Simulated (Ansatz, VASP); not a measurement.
Cd4SeS3 in VASP and in Ansatz

```
CELL_PARAMETERS angstrom
4.24147 0.00000 0.00000
-2.12073 3.67322 0.00000
0.00000 0.00000 13.82700
ATOMIC_POSITIONS crystal
Cd 0.33333 0.66667 0.00477
Cd 0.33333 0.66667 0.49427
Cd 0.66667 0.33333 0.24954
Cd 0.66667 0.33333 0.76043
Se 0.33333 0.66667 0.68851
S 0.33333 0.66667 0.19083
S 0.66667 0.33333 0.43562
S 0.66667 0.33333 0.94603
```

Alike in both runs: task single point; functional PBE; k mesh 6 × 6 × 2; occupations gaussian, width 0.1 eV; no spin polarisation.

|  | VASP | Ansatz |
| --- | --- | --- |
| version | VASP 6.6.1 | Ansatz 0.2.0 |
| potentials or method | VASP PAW PBE potentials, release 64 (Cd, Se, S), cutoff 520 eV | scalar-relativistic, plane waves, PAW |
| valence electrons in the cell | 72 | 114 |

Ansatz gave:

* gap on the k mesh at the Fermi level (eV): 0.74
* least direct gap on the mesh (eV): 0.74
* pressure (GPa): 0.0
* rms of the force components (eV/Å): 0.002

Question: Which values does VASP return?

Answer: gap on the k mesh at the Fermi level (eV): 0.74; least direct gap on the mesh (eV): 0.74; pressure (GPa): 0.3; rms of the force components (eV/Å): 0.004.

Atom by atom the forces differ by 0.002 eV/Å (rms over components). With one functional, cell and mesh, what is left measures potentials, basis and numerics. VASP's potentials hold 72 valence electrons a cell and Ansatz's 114, so a difference there can come from the potentials and not from the codes.
